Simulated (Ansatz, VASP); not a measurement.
# One calculation of BaF2, two programs

The input INCAR:

```
SYSTEM = BaF2
  PREC = Accurate
  ENCUT = 600
  EDIFF = 1E-6
  ISMEAR = 0
  SIGMA = 0.01
  LREAL = .False.
  LASPH = .True.
  NELM = 200
  ALGO = Normal
  ISIF = 2
  LWAVE = .False.
  LCHARG = .True.
  MAGMOM = 0 0 0 0 0 0 0 0 0
  LORBIT = 11
  LSORBIT = .True.
  GGA_COMPAT = .False.
  LORBMOM = .True.
  GGA = PE
  LVHAR = .True.
  NBANDS = 37
```

KPOINTS

```
Automatic mesh
0
Gamma
  8 8 8
  0 0 0
```

The input POSCAR:

```
BaF2
1.0
    0.0000000000      3.0971615099      3.0971615099
    3.0971615099      0.0000000000      3.0971615099
    3.0971615099      3.0971615099      0.0000000000
Ba F
1 2
Direct
    0.0000000000      0.0000000000      0.0000000000
    0.7500000000      0.7500000000      0.7500000000
    0.2500000000      0.2500000000      0.2500000000
```

Input for Ansatz:

```yaml
crystal:
  lattice:
    - [0.0, 3.0971615099, 3.0971615099]
    - [3.0971615099, 0.0, 3.0971615099]
    - [3.0971615099, 3.0971615099, 0.0]
  atoms:
    - { symbol: Ba, position: [0.0, 0.0, 0.0] }
    - { symbol: F, position: [0.75, 0.75, 0.75] }
    - { symbol: F, position: [0.25, 0.25, 0.25] }
kpoints:
  mp_grid: { grid: [8, 8, 8] }
  band_path:
    path:
      - [0.0, 0.0, 0.0]
      - [0.5, 0.0, 0.5]
      - [0.625, 0.25, 0.625]
      - [0.375, 0.375, 0.75]
      - [0.5, 0.5, 0.5]
      - [0.5, 0.25, 0.75]
      - [0.0, 0.229167, -0.229167]
    npoints: 1
hamiltonian:
  xc: pbe
scf:
  occupations: { method: fixed }
  n_extra_bands: 8
magnetization:
  noncollinear: true
  spin_orbit: true
output:
  forces: true
  stress: true
  eigenvalues: true
```

Alike in both runs: task single point; functional PBE; k mesh 8 × 8 × 8; non-collinear spin, spin-orbit coupling.

```csv
,VASP,Ansatz
version,VASP 6.6.1,Ansatz 0.2.0
potentials or method,"VASP PAW PBE potentials, release 64 (Ba_sv, F)","plane waves, PAW"
plane-wave cutoff (eV),600,420
occupations,"gaussian, width 0.01 eV",fixed
valence electrons in the cell,24,24
```

```csv
,VASP,Ansatz,Ansatz less VASP
pressure (GPa),2.4,1.4,-1.01
net moment per atom (μB),0.00,0.00,0.000
```
